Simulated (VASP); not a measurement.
# Si6N (Pm-3m) in VASP: a series of runs

The runs below take Si6N through single point, relaxation of cell and atoms, with PBE.

Program: VASP 6.6.1. These are calculated values, not measurements. Logs are shortened: lines on timing, memory, paths and dates and some standing lists are left out, and cuts for length are marked.

## Step 1: The cell of the first run

The structure is cubic, space group Pm-3m (No. 221). Conventional cell: a = 4.682 Å, b = 4.682 Å, c = 4.682 Å, α = 90.00°, β = 90.00°, γ = 90.00°. Si (site symmetry 4mm) has 5 Si at 1.94 Å within 2.6 Å. N (site symmetry m-3m) has 24 Si at 3.45 Å within 4.5 Å.

## Step 2: Single point, PBE, collinear spin, ferromagnetic start

INCAR reads:

```
PREC = Accurate ; ENCUT = 520
EDIFF = 1E-6 ; ISMEAR = 0
SIGMA = 0.1 ; LREAL = F
LASPH = T ; NELM = 150
ALGO = Normal ; ISIF = 2
LWAVE = F ; LCHARG = F
ISPIN = 2 ; MAGMOM = 0 0 0 0 0 0 1
LORBIT = 11 ; GGA = PE
NBANDS = 28
```

KPOINTS reads:

```
Automatic mesh
0
Gamma
  4 4 4
```

POSCAR reads:

```
Si6N
1.0
    4.6820782300      0.0000000000      0.0000000000
    0.0000000000      4.6820782300      0.0000000000
    0.0000000000      0.0000000000      4.6820782300
Si N
6 1
Direct
    0.0000000000      0.0000000000      0.2930000100
    0.0000000000      0.0000000000      0.7069999900
    0.2930000100      0.0000000000      0.0000000000
    0.7069999900      0.0000000000      0.0000000000
    0.0000000000      0.2930000100      0.0000000000
    0.0000000000      0.7069999900      0.0000000000
    0.5000000000      0.5000000000      0.5000000000
```

Potentials or basis: VASP PAW PBE potentials, release 64 (Si, N).

Launch:

```sh
$ cat potpaw_PBE.64/Si/POTCAR potpaw_PBE.64/N/POTCAR > POTCAR
$ mpirun -np 1 vasp_std > vasp.out
```

OUTCAR:

```text
PREC = Accurate
   ENCUT = 520
   EDIFF = 1E-6
   ISMEAR = 0
   LREAL = F
   LASPH = T
   NELM = 150
   ISIF = 2
   ISPIN = 2
   LORBIT = 11
   GGA = PE

 ion  position               nearest neighbor table
   1  0.000  0.000  0.293-   2 1.94   3 1.94   4 1.94   5 1.94   6 1.94   2 2.74
   2  0.000  0.000  0.707-   1 1.94   3 1.94   4 1.94   5 1.94   6 1.94   1 2.74
   3  0.293  0.000  0.000-   4 1.94   2 1.94   1 1.94   5 1.94   6 1.94   4 2.74
   4  0.707  0.000  0.000-   3 1.94   2 1.94   1 1.94   5 1.94   6 1.94   3 2.74
   5  0.000  0.293  0.000-   6 1.94   2 1.94   3 1.94   4 1.94   1 1.94   6 2.74
   6  0.000  0.707  0.000-   5 1.94   2 1.94   3 1.94   4 1.94   1 1.94   5 2.74
   7  0.500  0.500  0.500-

  LATTYP: Found a simple cubic cell.
 ALAT       =     4.6820782300

  Lattice vectors:

 A1 = (   4.6820782300,   0.0000000000,   0.0000000000)
 A2 = (   0.0000000000,   4.6820782300,   0.0000000000)
 A3 = (   0.0000000000,   0.0000000000,   4.6820782300)

Analysis of symmetry for initial positions (statically):
=====================================================================
 Subroutine PRICEL returns:
 Original cell was already a primitive cell.

 Routine SETGRP: Setting up the symmetry group for a
 simple cubic supercell.

 Subroutine GETGRP returns: Found 48 space group operations
 (whereof 48 operations were pure point group operations)
 out of a pool of 48 trial point group operations.

The static configuration has the point symmetry O_h .

Analysis of symmetry for dynamics (positions and initial velocities):
=====================================================================
 Subroutine PRICEL returns:
 Original cell was already a primitive cell.

 Routine SETGRP: Setting up the symmetry group for a
 simple cubic supercell.

 Subroutine GETGRP returns: Found 48 space group operations
 (whereof 48 operations were pure point group operations)
 out of a pool of 48 trial point group operations.

The dynamic configuration has the point symmetry O_h .

Analysis of structural, dynamic, and magnetic symmetry:
=====================================================================
 Subroutine PRICEL returns:
 Original cell was already a primitive cell.

 Routine SETGRP: Setting up the symmetry group for a
 simple cubic supercell.

 Subroutine GETGRP returns: Found 48 space group operations
 (whereof 48 operations were pure point group operations)
 out of a pool of 48 trial point group operations.

The overall configuration has the point symmetry O_h .

 Subroutine INISYM returns: Found 48 space group operations
 (whereof 48 operations are pure point group operations),
 and found     1 'primitive' translations

----------------------------------------------------------------------------------------

                                     Primitive cell

  volume of cell :     102.6398

  direct lattice vectors                    reciprocal lattice vectors
     4.682078230  0.000000000  0.000000000     0.213580370  0.000000000  0.000000000
     0.000000000  4.682078230  0.000000000     0.000000000  0.213580370  0.000000000
     0.000000000  0.000000000  4.682078230     0.000000000  0.000000000  0.213580370

  length of vectors
     4.682078230  4.682078230  4.682078230     0.213580370  0.213580370  0.213580370

  position of ions in fractional coordinates (direct lattice)
     0.000000000  0.000000000  0.293000010
     0.000000000  0.000000000  0.706999990
     0.293000010  0.000000000  0.000000000
     0.706999990  0.000000000  0.000000000
     0.000000000  0.293000010  0.000000000
     0.000000000  0.706999990  0.000000000
     0.500000000  0.500000000  0.500000000

  ion indices of the primitive-cell ions
   primitive index   ion index
                 1           1
                 2           2
                 3           3
                 4           4
                 5           5
                 6           6
                 7           7

----------------------------------------------------------------------------------------

[... 36 lines left out ...]
   k-points           NKPTS =     10   k-points in BZ     NKDIM =     10   number of bands    NBANDS=     28
   number of dos      NEDOS =    301   number of ions     NIONS =      7
   total plane-waves  NPLWV =  46656
   dimension x,y,z NGX =    36 NGY =   36 NGZ =   36
   dimension x,y,z NGXF=    72 NGYF=   72 NGZF=   72
   ions per type =               6   1
   NGX,Y,Z   is equivalent  to a cutoff of  12.78, 12.78, 12.78 a.u.
   NGXF,Y,Z  is equivalent  to a cutoff of  25.56, 25.56, 25.56 a.u.
 SYSTEM =  unknown system
   PREC   = accura    normal or accurate (medium, high low for compatibility)
   ISTART =      0    job   : 0-new  1-cont  2-samecut
   ICHARG =      2    charge: 1-file 2-atom 10-const
   ISPIN  =      2    spin polarized calculation?
   LNONCOLLINEAR =      F non collinear calculations
   LSORBIT =      F    spin-orbit coupling
   LASPH  =      T    aspherical Exc in radial PAW
   ENCUT  =  520.0 eV  38.22 Ry    6.18 a.u.   8.71  8.71  8.71*2*pi/ulx,y,z
   NELM   =    150;   NELMIN=  2; NELMDL= -5     # of ELM steps
   EDIFF  = 0.1E-05   stopping-criterion for ELM
   LREAL  =      F    real-space projection
   EDIFFG = 0.1E-04   stopping-criterion for IOM
   NSW    =      0    number of steps for IOM
   IBRION =     -1    ionic relax: 0-MD 1-quasi-New 2-CG
   NFREE  =      0    steps in history (QN), initial steepest desc. (CG)
   ISIF   =      2    stress and relaxation
   ISYM   =      2    0-nonsym 1-usesym 2-fastsym
   POTIM  = 0.5000    time-step for ionic-motion
   TEBEG  =    0.0;   TEEND  =   0.0 temperature during run
   PSTRESS=    0.0 pullay stress
   NELECT =      29.0000    total number of electrons
   NUPDOWN=      -1.0000    fix difference up-down
   EMIN   =  10.00;   EMAX   =-10.00  energy-range for DOS
   EFERMI =   0.00;   METHOD = LEGACY
   ISMEAR =     0;   SIGMA  =   0.10  broadening in eV -4-tet -1-fermi 0-gaus
   EFERMI_NEDOS =   21; number of points for ismear=-14 and -15
   IALGO  =     38    algorithm
   IMIX   =      4    mixing-type and parameters
     AMIX     =   0.40;   BMIX     =  1.00
     AMIX_MAG =   1.60;   BMIX_MAG =  1.00
  volume/ion in A,a.u.               =      14.66        98.95
  Fermi-wavevector in a.u.,A,eV,Ry     =   1.074242  2.030023 15.701070  1.153996
  Thomas-Fermi vector in A             =   2.210065
   LORBIT       =     11    0 simple, 1 ext, 2 COOP (PROOUT), +10 PAW based schemes
   GGA     = PE    functional components
   LHFCALC =     F    Hartree Fock is set to
   AEXX    =    0.0000 exact exchange contribution
   IVDW    =     0    specifies the selected vdW correction
   LEPSILON=     F    determine dielectric tensor
   LRPA    =     F    only Hartree local field effects (RPA)
 spin polarized calculation
 Gauss-broadening in eV      SIGMA  =   0.10
  energy-cutoff  :      520.00
  volume of cell :      102.64
 maximum number of plane-waves:      2800
 NGX is ok and might be reduce to    36
   NGX = 17   NGY = 17   NGZ = 17

 number of electron      28.9999994 magnetization       1.6507250

 Free energy of the ion-electron system (eV)
  ---------------------------------------------------
  ext. energy  EPLUGINS =         0.00000000
  ---------------------------------------------------
  free energy    TOTEN  =       -11.63015437 eV

  energy without entropy =      -11.61197751  energy(sigma->0) =      -11.62106594

 E-fermi :   7.8968     XC(G=0): -10.0582

 val. band max:        7.7487784888   @ k =   0.2500   0.2500   0.2500
 cond. band min:       7.9013104834   @ k =   0.5000   0.2500   0.2500
 fundamental gap:      0.1525319946
 Fermi energy:         7.8968227053

 spin component 1

 k-point     1 :       0.0000    0.0000    0.0000
  band No.  band energies     occupation
      1     -10.7129      1.00000
      2      -5.4269      1.00000
      3      -2.5077      1.00000
      4      -2.5077      1.00000
      5      -2.5077      1.00000
      6      -0.9381      1.00000
[... 279 lines left out ...]
     25      12.7931      0.00000
     26      12.7931      0.00000
 Fermi energy:         7.8968227053

 spin component 2

 k-point     1 :       0.0000    0.0000    0.0000
  band No.  band energies     occupation
      1     -10.7278      1.00000
      2      -3.0968      1.00000
      3      -2.5099      1.00000
      4      -2.5099      1.00000
      5      -2.5099      1.00000
      6      -0.7799      1.00000
[... 279 lines left out ...]
     25      13.0137      0.00000
     26      13.0137      0.00000
 [bands above 26 left out]

------------------------ aborting loop because EDIFF is reached ----------------------------------------

  FORCE on cell =-STRESS in cart. coord.  units (eV):
  Direction    XX          YY          ZZ          XY          YZ          ZX
  --------------------------------------------------------------------------------------
  -------------------------------------------------------------------------------------
  Total       69.5117089     69.5117089     69.5117089      0.0000000     -0.0000000      0.0000000
  in kB     1085.0569935   1085.0569935   1085.0569935      0.0000000     -0.0000000      0.0000000
  external PRESSURE =    1085.0569935 kB  Pullay stress =       0.0000000 kB

 VOLUME and BASIS-vectors are now :
 -----------------------------------------------------------------------------
  energy-cutoff  :      520.00
  volume of cell :      102.64
      direct lattice vectors                 reciprocal lattice vectors
     4.682078230  0.000000000  0.000000000     0.213580370  0.000000000  0.000000000
     0.000000000  4.682078230  0.000000000     0.000000000  0.213580370  0.000000000
     0.000000000  0.000000000  4.682078230     0.000000000  0.000000000  0.213580370

 POSITION                                       TOTAL-FORCE (eV/Angst)
 -----------------------------------------------------------------------------------
      0.00000      0.00000      1.37185         0.000000     -0.000000     11.757461
      0.00000      0.00000      3.31023        -0.000000     -0.000000    -11.757461
      1.37185      0.00000      0.00000        11.757461     -0.000000      0.000000
      3.31023      0.00000      0.00000       -11.757461     -0.000000     -0.000000
      0.00000      1.37185      0.00000         0.000000     11.757461     -0.000000
      0.00000      3.31023      0.00000        -0.000000    -11.757461      0.000000
      2.34104      2.34104      2.34104         0.000000     -0.000000     -0.000000
 -----------------------------------------------------------------------------------
    total drift:                                0.000000      0.000000     -0.000000

  FREE ENERGIE OF THE ION-ELECTRON SYSTEM (eV)
  ---------------------------------------------------
  free  energy   TOTEN  =       -11.6301543668 eV

  energy  without entropy=      -11.6119775127  energy(sigma->0) =      -11.62106594

 total charge

# of ion       s       p       d       tot
------------------------------------------
    1        0.862   1.391   0.000   2.253
    2        0.862   1.391   0.000   2.253
    3        0.862   1.391   0.000   2.253
    4        0.862   1.391   0.000   2.253
    5        0.862   1.391   0.000   2.253
    6        0.862   1.391   0.000   2.253
    7        1.337   1.995   0.000   3.331
--------------------------------------------------
tot          6.511  10.341   0.000  16.851

 magnetization (x)

# of ion       s       p       d       tot
------------------------------------------
    1       -0.003   0.005   0.000   0.002
    2       -0.003   0.005   0.000   0.002
    3       -0.003   0.005   0.000   0.002
    4       -0.003   0.005   0.000   0.002
    5       -0.003   0.005   0.000   0.002
    6       -0.003   0.005   0.000   0.002
    7        0.027   1.180   0.000   1.207
--------------------------------------------------
tot          0.010   1.208   0.000   1.218
```

It took 59 s on 1 thread of Intel Xeon Platinum 8488C (Sapphire Rapids), shared host; peak memory 0.24 GiB.

Results:

- Free energy: -11.6302 eV
- Pressure: 108.5 GPa
- Largest force: 11.757 eV/Å
- Net moment: 1.65 μB per cell
- Site moments: Si +0.00; N +1.21 μB
- Valence electrons inside the program's atomic spheres: Si 2.25; N 3.33

Forces in eV/Å, atoms in the order of the input:
```
Si    0.000   0.000  11.757
Si    0.000   0.000 -11.757
Si   11.757   0.000   0.000
Si  -11.757   0.000   0.000
Si    0.000  11.757   0.000
Si    0.000 -11.757   0.000
N     0.000   0.000   0.000
```

Levels at points of the mesh, in eV from the Fermi level:
Spin up:
```csv
k point,band 11,band 12,band 13,band 14,band 15,band 16,band 17,band 18,band 19,band 20
"(0.00, 0.00, 0.00)",-3.93,-2.15,-2.15,-2.15,-0.40,-0.40,-0.40,1.98,1.98,1.98
"(0.50, 0.00, 0.00)",-3.83,-1.86,-1.62,-1.62,-1.48,-0.16,0.30,0.30,0.52,3.79
"(0.50, 0.50, 0.00)",-4.57,-2.56,-2.56,-2.21,-1.12,0.36,0.36,1.57,3.61,3.73
"(0.50, 0.50, 0.50)",-4.46,-2.01,-1.47,-1.47,-1.47,2.05,2.15,2.15,3.69,3.69
```
Spin down:
| k point | band 11 | band 12 | band 13 | band 14 | band 15 | band 16 |
| --- | --- | --- | --- | --- | --- | --- |
| (0.00, 0.00, 0.00) | -3.93 | -0.48 | -0.48 | -0.48 | -0.47 | -0.47 |
| (0.50, 0.00, 0.00) | -3.83 | -1.55 | -0.41 | 0.24 | 0.24 | 0.46 |
| (0.50, 0.50, 0.00) | -4.61 | -1.55 | -1.55 | -1.14 | -0.31 | 1.55 |
| (0.50, 0.50, 0.50) | -4.50 | -2.04 | 0.66 | 0.66 | 0.66 | 2.14 |

Caveat: forces of over 1 eV/Å act on the atoms, so gaps and moduli don't describe the material at rest.

## Step 3: Single point, PBE, collinear spin, ferromagnetic start

This run uses another cell than the first one, of 28.42 Å³/atom, 1.939 times its volume.

INCAR, as its differences from that of step 2:

```diff
@@ -1,3 +1,3 @@
 PREC = Accurate ; ENCUT = 520
-EDIFF = 1E-6 ; ISMEAR = 0
+EDIFF = 1E-7 ; ISMEAR = 0
 SIGMA = 0.1 ; LREAL = F
```

KPOINTS reads:

```
regular mesh
0
Gamma
  4 4 4
```

POSCAR reads:

```
Si6N
1.0
    5.8379580159      0.0000000000      0.0000000000
    0.0000000000      5.8379580159      0.0000000000
    0.0000000000      0.0000000000      5.8379580159
Si N
6 1
Direct
    0.0000000000      0.0000000000      0.2990588395
    0.0000000000      0.0000000000      0.7009411605
    0.2990588395      0.0000000000      0.0000000000
    0.7009411605      0.0000000000      0.0000000000
    0.0000000000      0.2990588395      0.0000000000
    0.0000000000      0.7009411605      0.0000000000
    0.5000000000      0.5000000000      0.5000000000
```

Potentials or basis: VASP PAW PBE potentials, release 64 (Si, N).

Launch:

```sh
$ cat potpaw_PBE.64/Si/POTCAR potpaw_PBE.64/N/POTCAR > POTCAR
$ mpirun -np 1 vasp_std > vasp.out
```

OUTCAR:

```text
PREC = Accurate
   ENCUT = 520
   EDIFF = 1E-7
   ISMEAR = 0
   LREAL = F
   LASPH = T
   NELM = 150
   ISIF = 2
   ISPIN = 2
   LORBIT = 11
   GGA = PE

 ion  position               nearest neighbor table
   1  0.000  0.000  0.299-   2 2.35   3 2.47   4 2.47   5 2.47   6 2.47
   2  0.000  0.000  0.701-   1 2.35   3 2.47   4 2.47   5 2.47   6 2.47
   3  0.299  0.000  0.000-   4 2.35   2 2.47   1 2.47   5 2.47   6 2.47
   4  0.701  0.000  0.000-   3 2.35   2 2.47   1 2.47   5 2.47   6 2.47
   5  0.000  0.299  0.000-   6 2.35   2 2.47   3 2.47   4 2.47   1 2.47
   6  0.000  0.701  0.000-   5 2.35   2 2.47   3 2.47   4 2.47   1 2.47
   7  0.500  0.500  0.500-

  LATTYP: Found a simple cubic cell.
 ALAT       =     5.8379580159

[... 805 lines left out ...]
      0.00000      0.00000      4.09207        -0.000000     -0.000000      0.011404
      1.74589      0.00000      0.00000        -0.011404     -0.000000     -0.000000
      4.09207      0.00000      0.00000         0.011404      0.000000      0.000000
      0.00000      1.74589      0.00000        -0.000000     -0.011404     -0.000000
      0.00000      4.09207      0.00000         0.000000      0.011404      0.000000
      2.91898      2.91898      2.91898         0.000000      0.000000      0.000000
 -----------------------------------------------------------------------------------
    total drift:                                0.000000     -0.000000      0.000000

  FREE ENERGIE OF THE ION-ELECTRON SYSTEM (eV)
  ---------------------------------------------------
  free  energy   TOTEN  =       -30.4176958144 eV

  energy  without entropy=      -30.3981973823  energy(sigma->0) =      -30.40794660

 total charge

# of ion       s       p       d       tot
------------------------------------------
    1        0.812   0.806   0.000   1.618
    2        0.812   0.806   0.000   1.618
    3        0.812   0.806   0.000   1.618
    4        0.812   0.806   0.000   1.618
    5        0.812   0.806   0.000   1.618
    6        0.812   0.806   0.000   1.618
    7        1.356   1.936   0.000   3.292
--------------------------------------------------
tot          6.228   6.770   0.000  12.998

 magnetization (x)

# of ion       s       p       d       tot
------------------------------------------
    1        0.000   0.009   0.000   0.010
    2        0.000   0.009   0.000   0.010
    3        0.000   0.009   0.000   0.010
    4        0.000   0.009   0.000   0.010
    5        0.000   0.009   0.000   0.010
    6        0.000   0.009   0.000   0.010
    7        0.037   1.766   0.000   1.803
--------------------------------------------------
tot          0.039   1.821   0.000   1.861
```

Wall time 4.4 min (1 thread of Intel Xeon Platinum 8488C (Sapphire Rapids), shared host); peak memory 0.43 GiB.

Results:

| Property | Result |
| --- | --- |
| Free energy | -30.4177 eV |
| Pressure | 0.0 GPa |
| Largest force | 0.011 eV/Å |
| Net moment | 2.90 μB per cell |
| Site moments | Si +0.01; N +1.80 μB |
| Valence electrons inside the program's atomic spheres | Si 1.62; N 3.29 |

Forces in eV/Å, atoms in the order of the input:
```
Si   0.000  0.000 -0.011
Si   0.000  0.000  0.011
Si  -0.011  0.000  0.000
Si   0.011  0.000  0.000
Si   0.000 -0.011  0.000
Si   0.000  0.011  0.000
N    0.000  0.000  0.000
```

[end of part 1 of 3]
